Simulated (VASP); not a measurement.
Write the native input for VASP 6.6.1 that does the following.

- Task: single point
- Functional: PBEsol
- Potentials or basis: VASP PAW PBE potentials, release 64 (Al, Ga_d, N)
- Cutoff: 520 eV
- k mesh: 1 × 1 × 1, shifted
- Occupations: fermi-dirac, width 0.05 eV
- Spin: no spin polarisation
- Dipole correction: no
- Further INCAR settings: LREAL = Auto; ALGO = Normal; EDIFF = 1e-07; NBANDS = 76; ISYM = 0

The structure of AlGa3N4 lies in POSCAR:

```
AlGa3N4
1.0
    8.9456740000      0.0000000000      0.0000000000
    0.0000000000      4.4728370000      0.0000000000
    0.0000000000      0.0000000000      4.4728370000
Al Ga N
2 6 8
Direct
    0.0060000000      0.0033050000      0.0035500000
    0.2481950000      0.9940380000      0.5089590000
    0.4971740000      0.9910000000      0.0050720000
    0.2532000000      0.5022010000      0.9971760000
    0.7490080000      0.5065230000      0.0027750000
    0.7509280000      0.0017620000      0.4973090000
    0.9983410000      0.4955680000      0.4990410000
    0.5036630000      0.5001810000      0.4943120000
    0.1267060000      0.2502310000      0.2478840000
    0.6241000000      0.2450080000      0.2439360000
    0.3734820000      0.7515830000      0.2549430000
    0.8739630000      0.7495800000      0.2489140000
    0.3766860000      0.2464980000      0.7486340000
    0.8735450000      0.2553640000      0.7501670000
    0.1254290000      0.7540470000      0.7501600000
    0.6251240000      0.7421710000      0.7552970000
```

One way to write it, as run:

INCAR

```
PREC = Accurate ; ENCUT = 520
EDIFF = 1E-7 ; ISMEAR = -1
SIGMA = 0.05 ; LREAL = Auto
LASPH = True ; NELM = 80
ALGO = Normal ; ISIF = 2
LWAVE = False ; LCHARG = True
GGA = PS ; LELF = True
LVHAR = True ; NBANDS = 76
ISYM = 0
```

KPOINTS

```
Automatic mesh
0
Gamma
  1 1 1
  0.25 0.25 0.25
```

Potentials or basis: VASP PAW PBE potentials, release 64 (Al, Ga_d, N).

The run is started by

```sh
$ cat potpaw_PBE.64/Al/POTCAR potpaw_PBE.64/Ga_d/POTCAR potpaw_PBE.64/N/POTCAR > POTCAR
$ mpirun -np 1 vasp_std > vasp.out
```

Results of the run:

| Quantity | Value |
| --- | --- |
| Pressure | -0.3 GPa |
| Largest force | 1.360 eV/Å |
| Band gap on the k mesh | 4.51 eV, indirect (the least direct gap lies 5.0 meV higher) |

Caveat: the k points lie up to 1.40 Å⁻¹ apart; the PAW data sets were made with another functional, which shifts forces and pressure a little.

Run time: 83 s on 1 thread of Intel(R) Xeon(R) 6975P-C (Granite Rapids), with other jobs on the host, peak memory 0.29 GiB.
